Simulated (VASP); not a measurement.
# AlN (P6_3mc) in VASP: a series of runs, part 2 of 2

VASP 6.6.1. The steps go on from the part before.

**3. Single point, LDA**

This run uses another cell than the first one, of 9.41 Å³/atom, 0.988 times its volume.

Input file INCAR:

```
SYSTEM = AlN
PREC = Accurate
ENCUT = 520
EDIFF = 1E-6
ISMEAR = 0
SIGMA = 0.05
LREAL = .False.
LASPH = .True.
NELM = 80
ALGO = Normal
ISIF = 2
LWAVE = .False.
LCHARG = .False.
NBANDS = 16
```

Input file KPOINTS:

```
regular mesh
0
Gamma
  9 9 6
  0 0 0
```

Input file POSCAR:

```
AlN
1.0
    3.0268000000      0.0000000000      0.0000000000
   -1.5134000000      2.6212856922      0.0000000000
    0.0000000000      0.0000000000      4.7458000000
Al N
2 2
Direct
    0.3333333333      0.6666666667     -0.0011960732
    0.6666666667      0.3333333333      0.4988039268
    0.3333333333      0.6666666667      0.3861960732
    0.6666666667      0.3333333333      0.8861960732
```

Potentials or basis: VASP PAW LDA potentials, release 64 (Al, N).

Started as:

```sh
$ cat potpaw_LDA.64/Al/POTCAR potpaw_LDA.64/N/POTCAR > POTCAR
$ mpirun -np 1 vasp_std > vasp.out
```

OUTCAR:

```text
SYSTEM = AlN
   PREC = Accurate
   ENCUT = 520
   EDIFF = 1E-6
   ISMEAR = 0
   LREAL = .False.
   LASPH = .True.
   NELM = 80
   ISIF = 2

 ion  position               nearest neighbor table
   1  0.333  0.667  0.999-   4 1.83   4 1.83   4 1.83   3 1.84   2 2.95   2 2.95   2 2.95   2 2.95
                             2 2.95   2 2.95
   2  0.667  0.333  0.499-   3 1.83   3 1.83   3 1.83   4 1.84   1 2.95   1 2.95   1 2.95   1 2.95
                             1 2.95   1 2.95
   3  0.333  0.667  0.386-   2 1.83   2 1.83   2 1.83   1 1.84
   4  0.667  0.333  0.886-   1 1.83   1 1.83   1 1.83   2 1.84

  LATTYP: Found a hexagonal cell.
 ALAT       =     3.0268000000
 C/A-ratio  =     1.5679265231

  Lattice vectors:

 A1 = (   3.0268000000,   0.0000000000,   0.0000000000)
 A2 = (  -1.5134000000,   2.6212856922,   0.0000000000)
 A3 = (   0.0000000000,   0.0000000000,   4.7458000000)

Analysis of symmetry for initial positions (statically):
=====================================================================
 Subroutine PRICEL returns:
 Original cell was already a primitive cell.

 Routine SETGRP: Setting up the symmetry group for a
 hexagonal supercell.

 Subroutine GETGRP returns: Found 12 space group operations
 (whereof  6 operations were pure point group operations)
 out of a pool of 24 trial point group operations.

The static configuration has the point symmetry C_3v.
 The point group associated with its full space group is C_6v.

Analysis of symmetry for dynamics (positions and initial velocities):
=====================================================================
 Subroutine PRICEL returns:
 Original cell was already a primitive cell.

 Routine SETGRP: Setting up the symmetry group for a
 hexagonal supercell.

 Subroutine GETGRP returns: Found 12 space group operations
 (whereof  6 operations were pure point group operations)
 out of a pool of 24 trial point group operations.

The dynamic configuration has the point symmetry C_3v.
 The point group associated with its full space group is C_6v.

 Subroutine INISYM returns: Found 12 space group operations
 (whereof  6 operations are pure point group operations),
 and found     1 'primitive' translations

----------------------------------------------------------------------------------------

                                     Primitive cell

  volume of cell :      37.6537

  direct lattice vectors                    reciprocal lattice vectors
     3.026800000  0.000000000  0.000000000     0.330381922  0.190746091  0.000000000
    -1.513400000  2.621285692  0.000000000     0.000000000  0.381492183  0.000000000
     0.000000000  0.000000000  4.745800000     0.000000000  0.000000000  0.210712630

  length of vectors
     3.026800000  3.026800000  4.745800000     0.381492183  0.381492183  0.210712630

  position of ions in fractional coordinates (direct lattice)
     0.333333333  0.666666667  0.998803927
     0.666666667  0.333333333  0.498803927
     0.333333333  0.666666667  0.386196073
     0.666666667  0.333333333  0.886196073

  ion indices of the primitive-cell ions
   primitive index   ion index
                 1           1
                 2           2
                 3           3
                 4           4

----------------------------------------------------------------------------------------

 KPOINTS: regular mesh

Automatic generation of k-mesh.
 Grid dimensions read from file:
 generate k-points for:    9    9    6

 Generating k-lattice:

  Cartesian coordinates                     Fractional coordinates (reciprocal lattice)
     0.036709102  0.021194010  0.000000000     0.111111111  0.000000000  0.000000000
     0.000000000  0.042388020  0.000000000     0.000000000  0.111111111  0.000000000
     0.000000000  0.000000000  0.035118772     0.000000000  0.000000000  0.166666667

  Length of vectors
     0.042388020  0.042388020  0.035118772

  Shift w.r.t. Gamma in fractional coordinates (k-lattice)
     0.000000000  0.000000000  0.000000000

 Subroutine IBZKPT returns following result:
 ===========================================

 Found     48 irreducible k-points:

 Following reciprocal coordinates:
            Coordinates               Weight
  0.000000  0.000000  0.000000      1.000000
  0.111111  0.000000  0.000000      6.000000
  0.222222  0.000000  0.000000      6.000000
  0.333333  0.000000  0.000000      6.000000
  0.444444  0.000000  0.000000      6.000000
  0.111111  0.111111  0.000000      6.000000
[... 16 lines left out ...]
  0.333333  0.222222  0.166667     24.000000
  0.333333  0.333333  0.166667      4.000000
 [... further k-points ...]
   k-points           NKPTS =     48   k-points in BZ     NKDIM =     48   number of bands    NBANDS=     16
   number of dos      NEDOS =    301   number of ions     NIONS =      4
   total plane-waves  NPLWV =  20736
   dimension x,y,z NGX =    24 NGY =   24 NGZ =   36
   dimension x,y,z NGXF=    48 NGYF=   48 NGZF=   72
   ions per type =               2   2
   NGX,Y,Z   is equivalent  to a cutoff of  13.18, 13.18, 12.61 a.u.
   NGXF,Y,Z  is equivalent  to a cutoff of  26.36, 26.36, 25.22 a.u.
 SYSTEM =  AlN
   PREC   = accura    normal or accurate (medium, high low for compatibility)
   ISTART =      0    job   : 0-new  1-cont  2-samecut
   ICHARG =      2    charge: 1-file 2-atom 10-const
   ISPIN  =      1    spin polarized calculation?
   LNONCOLLINEAR =      F non collinear calculations
   LSORBIT =      F    spin-orbit coupling
   LASPH  =      T    aspherical Exc in radial PAW
   ENCUT  =  520.0 eV  38.22 Ry    6.18 a.u.   5.63  5.63  8.82*2*pi/ulx,y,z
   NELM   =     80;   NELMIN=  2; NELMDL= -5     # of ELM steps
   EDIFF  = 0.1E-05   stopping-criterion for ELM
   LREAL  =      F    real-space projection
   EDIFFG = 0.1E-04   stopping-criterion for IOM
   NSW    =      0    number of steps for IOM
   IBRION =     -1    ionic relax: 0-MD 1-quasi-New 2-CG
   NFREE  =      0    steps in history (QN), initial steepest desc. (CG)
   ISIF   =      2    stress and relaxation
   ISYM   =      2    0-nonsym 1-usesym 2-fastsym
   POTIM  = 0.5000    time-step for ionic-motion
   TEBEG  =    0.0;   TEEND  =   0.0 temperature during run
   PSTRESS=    0.0 pullay stress
   NELECT =      16.0000    total number of electrons
   NUPDOWN=      -1.0000    fix difference up-down
   EMIN   =  10.00;   EMAX   =-10.00  energy-range for DOS
   EFERMI =   0.00;   METHOD = LEGACY
   ISMEAR =     0;   SIGMA  =   0.05  broadening in eV -4-tet -1-fermi 0-gaus
   EFERMI_NEDOS =   21; number of points for ismear=-14 and -15
   IALGO  =     38    algorithm
   IMIX   =      4    mixing-type and parameters
     AMIX     =   0.40;   BMIX     =  1.00
     AMIX_MAG =   1.60;   BMIX_MAG =  1.00
  volume/ion in A,a.u.               =       9.41        63.52
  Fermi-wavevector in a.u.,A,eV,Ry     =   1.230776  2.325829 20.610232  1.514809
  Thomas-Fermi vector in A             =   2.365611
   LORBIT       =      0    0 simple, 1 ext, 2 COOP (PROOUT), +10 PAW based schemes
   GGA     = CA    functional components
   LHFCALC =     F    Hartree Fock is set to
   AEXX    =    0.0000 exact exchange contribution
   IVDW    =     0    specifies the selected vdW correction
   LEPSILON=     F    determine dielectric tensor
   LRPA    =     F    only Hartree local field effects (RPA)
 non-spin polarized calculation
 Gauss-broadening in eV      SIGMA  =   0.05
  energy-cutoff  :      520.00
  volume of cell :       37.65
 maximum number of plane-waves:      1033
 NGX is ok and might be reduce to    24
   NGX = 11   NGY = 11   NGZ = 17

 number of electron      15.9999998 magnetization

 Free energy of the ion-electron system (eV)
  ---------------------------------------------------
  ext. energy  EPLUGINS =         0.00000000
  ---------------------------------------------------
  free energy    TOTEN  =       -32.63453705 eV

  energy without entropy =      -32.63453705  energy(sigma->0) =      -32.63453705

 E-fermi :   7.3388     XC(G=0): -11.7042

 val. band max:        7.1080518306   @ k =   0.0000   0.0000   0.0000
 cond. band min:      12.0028781835   @ k =   0.3333   0.3333   0.0000
 fundamental gap:      4.8948263529
 Fermi energy:         7.3387864955

 k-point     1 :       0.0000    0.0000    0.0000
  band No.  band energies     occupation
      1      -8.7502      2.00000
      2      -6.0823      2.00000
      3       0.4858      2.00000
      4       5.8915      2.00000
      5       5.8915      2.00000
      6       6.6341      2.00000
[... 433 lines left out ...]
      3       1.6722      2.00000
      4       2.4991      2.00000
      5       2.4991      2.00000
      6       3.9972      2.00000
[... 8 lines left out ...]
     15      20.3809      0.00000
     16      23.1207      0.00000

 [... further k-points ...]
[... 5 lines left out ...]
  --------------------------------------------------------------------------------------
  -------------------------------------------------------------------------------------
  Total        4.5945477      4.5945477      5.3092766      0.0000000      0.0000000      0.0000000
  in kB      195.4995812    195.4995812    225.9115406      0.0000000      0.0000000      0.0000000
  external PRESSURE =     205.6369010 kB  Pullay stress =       0.0000000 kB

 VOLUME and BASIS-vectors are now :
 -----------------------------------------------------------------------------
  energy-cutoff  :      520.00
  volume of cell :       37.65
      direct lattice vectors                 reciprocal lattice vectors
     3.026800000  0.000000000  0.000000000     0.330381922  0.190746091  0.000000000
    -1.513400000  2.621285692  0.000000000     0.000000000  0.381492183  0.000000000
     0.000000000  0.000000000  4.745800000     0.000000000  0.000000000  0.210712630

 POSITION                                       TOTAL-FORCE (eV/Angst)
 -----------------------------------------------------------------------------------
     -0.00000      1.74752      4.74012         0.000000      0.000000     -0.003109
      1.51340      0.87376      2.36722        -0.000000      0.000000     -0.003109
     -0.00000      1.74752      1.83281         0.000000     -0.000000      0.003109
      1.51340      0.87376      4.20571        -0.000000      0.000000      0.003109
 -----------------------------------------------------------------------------------
    total drift:                               -0.000000      0.000000     -0.000019

  FREE ENERGIE OF THE ION-ELECTRON SYSTEM (eV)
  ---------------------------------------------------
  free  energy   TOTEN  =       -32.6345370523 eV

  energy  without entropy=      -32.6345370523  energy(sigma->0) =      -32.63453705
```

OSZICAR:

```text
N       E                     dE             d eps       ncg     rms          rms(c)
DAV:   1     0.386434142442E+02    0.38643E+02   -0.75106E+03  1536   0.907E+02
DAV:   2    -0.351831458645E+02   -0.73827E+02   -0.67896E+02  2160   0.183E+02
DAV:   3    -0.381572925211E+02   -0.29741E+01   -0.29665E+01  1848   0.378E+01
DAV:   4    -0.381706305907E+02   -0.13338E-01   -0.13337E-01  1928   0.305E+00
DAV:   5    -0.381707507193E+02   -0.12013E-03   -0.12013E-03  1888   0.281E-01    0.130E+01
DAV:   6    -0.327718341593E+02    0.53989E+01   -0.11459E+01  1608   0.247E+01    0.464E+00
DAV:   7    -0.326958394852E+02    0.75995E-01   -0.59184E-01  1896   0.513E+00    0.297E+00
DAV:   8    -0.326376374764E+02    0.58202E-01   -0.63262E-02  1648   0.210E+00    0.341E-01
DAV:   9    -0.326344537914E+02    0.31837E-02   -0.50122E-03  1904   0.522E-01    0.203E-01
DAV:  10    -0.326345787777E+02   -0.12499E-03   -0.54426E-04  1680   0.149E-01    0.912E-02
DAV:  11    -0.326345371645E+02    0.41613E-04   -0.81135E-05  1816   0.675E-02    0.160E-02
DAV:  12    -0.326345370523E+02    0.11225E-06   -0.12232E-06  1560   0.852E-03
   1 F= -.32634537E+02 E0= -.32634537E+02  d E =-.327557E-13
```

stdout:

```text
POSCAR found type information on POSCAR AlN
 POSCAR found :  2 types and       4 ions
 scaLAPACK will be used
 LDA part: xc-table for (Slater(with rela. corr.)+CA(PZ))
 , standard interpolation
 POSCAR, INCAR and KPOINTS ok, starting setup
 FFT: planning ... GRIDC
 FFT: planning ... GRID_SOFT
 FFT: planning ... GRID
 WAVECAR not read
 entering main loop
```

It took 10 s on 1 thread of AMD EPYC 9R45 (Zen 5), shared host; peak memory 0.12 GiB.

What came out:

```
Free energy            : -32.6345 eV
Pressure               : 20.6 GPa
Largest force          : 0.003 eV/Å
Band gap on the k mesh : 4.89 eV, indirect (least direct gap 5.02 eV)
```

Forces in eV/Å, atoms in the order of the input:
```
Al   0.000  0.000 -0.003
Al   0.000  0.000 -0.003
N    0.000  0.000  0.003
N    0.000  0.000  0.003
```

Stress tensor (GPa, compression positive):
```
19.55  0.00  0.00
 0.00 19.55  0.00
 0.00  0.00 22.59
```

A k mesh can miss the band edges. As with any semilocal functional, this LDA gap is likely too small.

**4. Single point, LDA**

This run uses another cell than the first one, of 10.20 Å³/atom, 1.070 times its volume.

Input file INCAR:

```
ALGO = Normal
EDIFF = 1E-6
ENCUT = 520
GGA = CA
ISIF = 2
ISMEAR = 0
LASPH = True
LCHARG = False
LREAL = False
LWAVE = False
NBANDS = 16
NELM = 80
PREC = Accurate
SIGMA = 0.05
```

Input file KPOINTS:

```
k-points
0
Gamma
  9 9 6
```

Input file POSCAR:

```
AlN
1.0
    3.0268000000      0.0000000000      0.0000000000
   -1.5134000000      2.6212856922      0.0000000000
    0.0000000000      0.0000000000      5.1413000000
Al N
2 2
Direct
    0.3333333333      0.6666666667      0.0064746210
    0.6666666667      0.3333333333      0.5064746210
    0.3333333333      0.6666666667      0.3785253790
    0.6666666667      0.3333333333      0.8785253790
```

Started as:

```sh
$ cat potpaw_LDA.64/Al/POTCAR potpaw_LDA.64/N/POTCAR > POTCAR
$ mpirun -np 1 vasp_std > vasp.out
```

It took 19 s on 1 thread of Intel Xeon Platinum 8259CL at 2.50GHz (Skylake/Cascade Lake), shared host; peak memory 0.15 GiB.

Results (log left out):

| Property | Result |
| --- | --- |
| Free energy | -32.7476 eV |
| Pressure | 1.5 GPa |
| Largest force | 0.007 eV/Å |
| Band gap on the k mesh | 4.34 eV, direct |

Forces on the atoms (eV/Å):
```
Al   0.000  0.000  0.007
Al   0.000  0.000  0.007
N    0.000  0.000 -0.007
N    0.000  0.000 -0.007
```

Stress tensor (GPa, compression positive):
```
  7.89   0.00   0.00
  0.00   7.89   0.00
  0.00   0.00 -11.39
```

Levels at points of the mesh, in eV from the valence-band top:
```csv
k point,band 4,band 5,band 6,band 7,band 8,band 9,band 10,band 11,band 12,band 13
"(0.00, 0.00, 0.00)",-0.51,-0.51,-0.33,0.00,0.00,4.34,7.38,10.29,11.76,11.76
"(0.00, 0.00, 0.50)",-3.68,-0.26,-0.26,-0.26,-0.26,6.83,6.83,10.12,10.12,12.07
```

**5. Single point, LDA**

This run uses another cell than the first one, of 10.21 Å³/atom, 1.071 times its volume.

Input file INCAR:

```
SYSTEM = AlN
PREC = Accurate ; ENCUT = 520
EDIFF = 1E-6 ; ISMEAR = 0
SIGMA = 0.05 ; LREAL = .False.
LASPH = .True. ; NELM = 60
ALGO = Normal ; ISIF = 2
LWAVE = .False. ; LCHARG = .True.
LELF = .True. ; LVHAR = .True.
NBANDS = 16
```

Input file KPOINTS:

```
Automatic mesh
0
Gamma
  9 9 6
  0 0 0
```

Input file POSCAR:

```
AlN
1.0
    3.0886152983      0.0000000000      0.0000000000
   -1.5443076491      2.6748193108      0.0000000000
    0.0000000000      0.0000000000      4.9435842660
Al N
2 2
Direct
    0.3333333333      0.6666666667      0.0015210172
    0.6666666667      0.3333333333      0.5015210172
    0.3333333333      0.6666666667      0.3834789828
    0.6666666667      0.3333333333      0.8834789828
```

Started as:

```sh
$ cat potpaw_LDA.64/Al/POTCAR potpaw_LDA.64/N/POTCAR > POTCAR
$ mpirun -np 1 vasp_std > vasp.out
```

Run time: 20 s. Hardware: 1 thread of Intel Xeon Platinum 8259CL at 2.50GHz (Skylake/Cascade Lake), shared host; peak memory 0.15 GiB.

It converged, with:

```yaml
Free_energy: -32.8410 eV
Pressure: 0.6 GPa
Band_gap_on_the_k_mesh: 4.42 eV, direct
```

Levels at points of the mesh, in eV from the valence-band top:
```
           k point  band 5  band 6  band 7  band 8  band 9  band 10  band 11  band 12
(0.00, 0.00, 0.00)   -0.89   -0.23   -0.23    0.00    4.42     6.73    10.66    11.10
(0.00, 0.00, 0.50)   -0.57   -0.57   -0.57   -0.57    6.61     6.61    10.32    10.32
```

**6. The runs side by side**

```csv
cell,gap on the mesh (eV),pressure (GPa),largest force (eV/Å)
"a = 3.181, b = 3.181, c = 4.350 Å, angles 90.0, 90.0, 120.0°, 4 atoms",3.85,8.7,0.01
"a = 3.027, b = 3.027, c = 4.746 Å, angles 90.0, 90.0, 120.0°, 4 atoms",4.89,20.6,-
"a = 3.027, b = 3.027, c = 5.141 Å, angles 90.0, 90.0, 120.0°, 4 atoms",4.34,1.5,0.01
"a = 3.089, b = 3.089, c = 4.944 Å, angles 90.0, 90.0, 120.0°, 4 atoms",4.42,0.6,-
```

Alike in all rows: task single point; level LDA; potentials or basis VASP PAW LDA potentials, release 64 (Al, N); no spin polarisation; k mesh 9 × 9 × 6; cutoff (eV) 520; smearing gaussian 0.05 eV.

Absolute energies hang on the potentials; compare differences alone.

**7. How close it comes**

Step 4. Measured gap of AlN: 6.034 eV (an exciton energy, a little under the gap; 10 K; quoted in “Self-assembly of well-separated AlN nanowires directly on sputtered metallic TiN films”, 2019, arxiv:1910.07391). This calculation gives 4.34 eV (-1.69 eV). 2 values of this kind are on record (6.034 to 6.0343 eV); this one was drawn at random. The value is that of LDA on a finite k mesh, which can miss the band edges, without temperature or zero-point motion. Semilocal functionals fall short of measured gaps as a rule.

Step 5. A measured gap of AlN is 6.034 eV (an exciton energy, a little under the gap; 10 K; quoted in “Self-assembly of well-separated AlN nanowires directly on sputtered metallic TiN films”, 2019, arxiv:1910.07391); the calculated 4.42 eV misses it by -1.61 eV. 2 values of this kind are on record (6.034 to 6.0343 eV); this one was drawn at random. The value is that of LDA on a finite k mesh, which can miss the band edges, without temperature or zero-point motion. Semilocal functionals fall short of measured gaps as a rule.
